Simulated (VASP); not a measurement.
# Cu (I4/mmm) in VASP: single point with PBEsol

Aim: the single point of Cu with PBEsol.

Program: VASP 6.6.1. These are calculated values, not measurements. Logs are shortened: lines on timing, memory, paths and dates and some standing lists are left out, and cuts for length are marked.

## Step 1: The cell of the first run

Symmetry: I4/mmm, No. 139, tetragonal system. Conventional cell: a = 2.929 Å, b = 2.929 Å, c = 2.670 Å, α = 90.00°, β = 90.00°, γ = 90.00°. Within 3.3 Å of Cu (site symmetry 4/mmm) lie 14 Cu at 2.46 to 2.93 Å.

## Step 2: Single point, PBEsol (strain +0.015 along x and y, -0.030 along z)

INCAR

```
ALGO = Normal ; EDIFF = 1E-6
ENCUT = 820 ; GGA = PS
GGA_COMPAT = F ; ISIF = 2
ISMEAR = 0 ; LASPH = T
LCHARG = F ; LREAL = F
LWAVE = F ; NBANDS = 16
NELM = 120 ; PREC = Accurate
SIGMA = 0.15
```

KPOINTS

```
k-points
0
Gamma
  24 24 24
```

POSCAR

```
Cu
1.0
   -1.4644352198      1.4644352198      1.3347990065
    1.4644352198     -1.4644352198      1.3347990065
    1.4644352198      1.4644352198     -1.3347990065
Cu
1
Direct
    0.0000000000      0.0000000000      0.0000000000
```

Potentials or basis: VASP PAW PBE potentials, release 64 (Cu_sv_GW).

Started as:

```
$ cat potpaw_PBE.64/Cu_sv_GW/POTCAR > POTCAR
$ mpirun -np 1 vasp_std > vasp.out
```

OUTCAR:

```text
EDIFF = 1E-6
   ENCUT = 820
   GGA = PS
   ISIF = 2
   ISMEAR = 0
   LASPH = T
   LREAL = F
   NELM = 120
   PREC = Accurate

 ion  position               nearest neighbor table
   1  0.000  0.000  0.000-

  LATTYP: Found a body centered tetragonal cell.
 ALAT       =     2.9288704396
 C/A-ratio  =     0.9114769902

  Lattice vectors:

 A1 = (  -1.4644352198,   1.4644352198,   1.3347990065)
 A2 = (   1.4644352198,  -1.4644352198,   1.3347990065)
 A3 = (   1.4644352198,   1.4644352198,  -1.3347990065)

Analysis of symmetry for initial positions (statically):
=====================================================================
 Subroutine PRICEL returns:
 Original cell was already a primitive cell.

 Routine SETGRP: Setting up the symmetry group for a
 body centered tetragonal supercell.

 Subroutine GETGRP returns: Found 16 space group operations
 (whereof 16 operations were pure point group operations)
 out of a pool of 16 trial point group operations.

The static configuration has the point symmetry D_4h.

Analysis of symmetry for dynamics (positions and initial velocities):
=====================================================================
 Subroutine PRICEL returns:
 Original cell was already a primitive cell.

 Routine SETGRP: Setting up the symmetry group for a
 body centered tetragonal supercell.

 Subroutine GETGRP returns: Found 16 space group operations
 (whereof 16 operations were pure point group operations)
 out of a pool of 16 trial point group operations.

The dynamic configuration has the point symmetry D_4h.

 Subroutine INISYM returns: Found 16 space group operations
 (whereof 16 operations are pure point group operations),
 and found     1 'primitive' translations

----------------------------------------------------------------------------------------

                                     Primitive cell

  volume of cell :      11.4503

  direct lattice vectors                    reciprocal lattice vectors
    -1.464435220  1.464435220  1.334799006     0.000000000  0.341428554  0.374588232
     1.464435220 -1.464435220  1.334799006     0.341428554  0.000000000  0.374588232
     1.464435220  1.464435220 -1.334799006     0.341428554  0.341428554  0.000000000

  length of vectors
     2.463905318  2.463905318  2.463905318     0.506842975  0.506842975  0.482852892

  position of ions in fractional coordinates (direct lattice)
     0.000000000  0.000000000  0.000000000

  ion indices of the primitive-cell ions
   primitive index   ion index
                 1           1

----------------------------------------------------------------------------------------

 KPOINTS: k-points

Automatic generation of k-mesh.
 Grid dimensions read from file:
 generate k-points for:   24   24   24

 Generating k-lattice:

  Cartesian coordinates                     Fractional coordinates (reciprocal lattice)
     0.000000000  0.014226190  0.015607843     0.041666667  0.000000000  0.000000000
     0.014226190  0.000000000  0.015607843     0.000000000  0.041666667  0.000000000
     0.014226190  0.014226190  0.000000000     0.000000000  0.000000000  0.041666667

  Length of vectors
     0.021118457  0.021118457  0.020118871

  Shift w.r.t. Gamma in fractional coordinates (k-lattice)
     0.000000000  0.000000000  0.000000000

 Subroutine IBZKPT returns following result:
 ===========================================

 Found   1063 irreducible k-points:

 Following reciprocal coordinates:
            Coordinates               Weight
  0.000000  0.000000  0.000000      1.000000
  0.041667  0.000000 -0.000000      8.000000
  0.083333  0.000000 -0.000000      8.000000
  0.125000  0.000000  0.000000      8.000000
  0.166667  0.000000 -0.000000      8.000000
  0.208333  0.000000  0.000000      8.000000
[... 16 lines left out ...]
  0.416667  0.041667  0.000000     16.000000
  0.458333  0.041667  0.000000     16.000000
 [... further k-points ...]
   k-points           NKPTS =   1063   k-points in BZ     NKDIM =   1063   number of bands    NBANDS=     16
   number of dos      NEDOS =    301   number of ions     NIONS =      1
   total plane-waves  NPLWV =  13824
   dimension x,y,z NGX =    24 NGY =   24 NGZ =   24
   dimension x,y,z NGXF=    48 NGYF=   48 NGZF=   48
   ions per type =               1
   NGX,Y,Z   is equivalent  to a cutoff of  16.19, 16.19, 16.19 a.u.
   NGXF,Y,Z  is equivalent  to a cutoff of  32.39, 32.39, 32.39 a.u.
 SYSTEM =  unknown system
   PREC   = accura    normal or accurate (medium, high low for compatibility)
   ISTART =      0    job   : 0-new  1-cont  2-samecut
   ICHARG =      2    charge: 1-file 2-atom 10-const
   ISPIN  =      1    spin polarized calculation?
   LNONCOLLINEAR =      F non collinear calculations
   LSORBIT =      F    spin-orbit coupling
   LASPH  =      T    aspherical Exc in radial PAW
   ENCUT  =  820.0 eV  60.27 Ry    7.76 a.u.   5.75  5.75  5.75*2*pi/ulx,y,z
   NELM   =    120;   NELMIN=  2; NELMDL= -5     # of ELM steps
   EDIFF  = 0.1E-05   stopping-criterion for ELM
   LREAL  =      F    real-space projection
   EDIFFG = 0.1E-04   stopping-criterion for IOM
   NSW    =      0    number of steps for IOM
   IBRION =     -1    ionic relax: 0-MD 1-quasi-New 2-CG
   NFREE  =      0    steps in history (QN), initial steepest desc. (CG)
   ISIF   =      2    stress and relaxation
   ISYM   =      2    0-nonsym 1-usesym 2-fastsym
   POTIM  = 0.5000    time-step for ionic-motion
   TEBEG  =    0.0;   TEEND  =   0.0 temperature during run
   PSTRESS=    0.0 pullay stress
   NELECT =      19.0000    total number of electrons
   NUPDOWN=      -1.0000    fix difference up-down
   EMIN   =  10.00;   EMAX   =-10.00  energy-range for DOS
   EFERMI =   0.00;   METHOD = LEGACY
   ISMEAR =     0;   SIGMA  =   0.15  broadening in eV -4-tet -1-fermi 0-gaus
   EFERMI_NEDOS =   21; number of points for ismear=-14 and -15
   IALGO  =     38    algorithm
   IMIX   =      4    mixing-type and parameters
     AMIX     =   0.40;   BMIX     =  1.00
     AMIX_MAG =   1.60;   BMIX_MAG =  1.00
  volume/ion in A,a.u.               =      11.45        77.27
  Fermi-wavevector in a.u.,A,eV,Ry     =   1.938150  3.662572 51.109250  3.756424
  Thomas-Fermi vector in A             =   2.968572
   LORBIT       =      0    0 simple, 1 ext, 2 COOP (PROOUT), +10 PAW based schemes
   GGA     = PS    functional components
   LHFCALC =     F    Hartree Fock is set to
   AEXX    =    0.0000 exact exchange contribution
   IVDW    =     0    specifies the selected vdW correction
   LEPSILON=     F    determine dielectric tensor
   LRPA    =     F    only Hartree local field effects (RPA)
 non-spin polarized calculation
 Gauss-broadening in eV      SIGMA  =   0.15
  energy-cutoff  :      820.00
  volume of cell :       11.45
 maximum number of plane-waves:       626
   NGX = 11   NGY = 11   NGZ = 11

 number of electron      18.9999999 magnetization

 Free energy of the ion-electron system (eV)
  ---------------------------------------------------
  ext. energy  EPLUGINS =         0.00000000
  ---------------------------------------------------
  free energy    TOTEN  =        -4.34907825 eV

  energy without entropy =       -4.34470147  energy(sigma->0) =       -4.34688986

 E-fermi :   7.7926     XC(G=0): -13.7513

 val. band max:        7.7884281098   @ k =  -0.2500  -0.2500   0.0417
 cond. band min:       7.7938978781   @ k =  -0.4167   0.4583   0.1250
 fundamental gap:      0.0054697683
 Fermi energy:         7.7926422279

 k-point     1 :       0.0000    0.0000    0.0000
  band No.  band energies     occupation
      1    -104.5537      2.00000
      2     -62.0125      2.00000
      3     -62.0040      2.00000
      4     -62.0040      2.00000
      5      -1.8918      2.00000
      6       4.3625      2.00000
[... 8 lines left out ...]
     15      36.1615      0.00000
     16      36.7348      0.00000

 k-point     2 :       0.0417    0.0000   -0.0000
  band No.  band energies     occupation
      1    -104.5535      2.00000
      2     -62.0143      2.00000
      3     -62.0049      2.00000
      4     -62.0049      2.00000
      5      -1.8206      2.00000
      6       4.3715      2.00000
[... 8 lines left out ...]
     15      35.9517      0.00000
     16      36.0881      0.00000

 k-point     3 :       0.0833    0.0000   -0.0000
  band No.  band energies     occupation
      1    -104.5525      2.00000
      2     -62.0194      2.00000
      3     -62.0072      2.00000
      4     -62.0064      2.00000
      5      -1.6086      2.00000
      6       4.3845      2.00000
[... 8 lines left out ...]
     15      35.1615      0.00000
     16      36.0244      0.00000

 k-point     4 :       0.1250    0.0000    0.0000
  band No.  band energies     occupation
      1    -104.5510      2.00000
      2     -62.0285      2.00000
      3     -62.0110      2.00000
      4     -62.0076      2.00000
      5      -1.2601      2.00000
      6       4.3693      2.00000
[... 8 lines left out ...]
     15      34.3638      0.00000
     16      36.2861      0.00000
[... 324 lines left out ...]
 k-point    22 :       0.3750    0.0417   -0.0000
  band No.  band energies     occupation
      1    -104.5366      2.00000
      2     -62.1228      2.00000
      3     -62.0465      2.00000
      4     -62.0132      2.00000
      5       2.4153      2.00000
      6       3.7940      2.00000
[... 8 lines left out ...]
     15      32.2393      0.00000
     16      39.5598      0.00000

 k-point    23 :       0.4167    0.0417    0.0000
  band No.  band energies     occupation
      1    -104.5354      2.00000
      2     -62.1307      2.00000
      3     -62.0497      2.00000
      4     -62.0135      2.00000
      5       2.5571      2.00000
      6       3.7414      2.00000
[... 8 lines left out ...]
     15      32.2103      0.00000
     16      40.2419      0.00000

 k-point    24 :       0.4583    0.0417    0.0000
  band No.  band energies     occupation
      1    -104.5349      2.00000
      2     -62.1347      2.00000
      3     -62.0514      2.00000
      4     -62.0136      2.00000
      5       2.6054      2.00000
      6       3.7151      2.00000
[... 8 lines left out ...]
     15      32.2233      0.00000
     16      40.8689      0.00000

 [... further k-points ...]

------------------------ aborting loop because EDIFF is reached ----------------------------------------

  FORCE on cell =-STRESS in cart. coord.  units (eV):
  Direction    XX          YY          ZZ          XY          YZ          ZX
  --------------------------------------------------------------------------------------
  -------------------------------------------------------------------------------------
  Total       -0.1461232     -0.1461232     -0.0922462      0.0000000      0.0000000      0.0000000
  in kB      -20.4462445    -20.4462445    -12.9075275      0.0000000      0.0000000      0.0000000
  external PRESSURE =     -17.9333388 kB  Pullay stress =       0.0000000 kB

 VOLUME and BASIS-vectors are now :
 -----------------------------------------------------------------------------
  energy-cutoff  :      820.00
  volume of cell :       11.45
      direct lattice vectors                 reciprocal lattice vectors
    -1.464435220  1.464435220  1.334799006     0.000000000  0.341428554  0.374588232
     1.464435220 -1.464435220  1.334799006     0.341428554  0.000000000  0.374588232
     1.464435220  1.464435220 -1.334799006     0.341428554  0.341428554  0.000000000

 POSITION                                       TOTAL-FORCE (eV/Angst)
 -----------------------------------------------------------------------------------
      0.00000      0.00000      0.00000         0.000000      0.000000      0.000000
 -----------------------------------------------------------------------------------
    total drift:                               -0.000000      0.000000      0.000000

  FREE ENERGIE OF THE ION-ELECTRON SYSTEM (eV)
  ---------------------------------------------------
  free  energy   TOTEN  =        -4.3490782493 eV

  energy  without entropy=       -4.3447014667  energy(sigma->0) =       -4.34688986
```

Wall time 2.2 min (1 thread of Intel Xeon Platinum 8375C at 2.90GHz (Ice Lake), shared host); peak memory 0.54 GiB.

What came out:

- Free energy: -4.3491 eV
- Pressure: -1.8 GPa
- Band gap on the k mesh: zero (an odd number of electrons rules out a gap without spin polarisation)

Caveat: the cell differs from its parent crystal (strain +0.015 along x and y, -0.030 along z); the PAW data sets were made with another functional, which shifts forces and pressure a little.
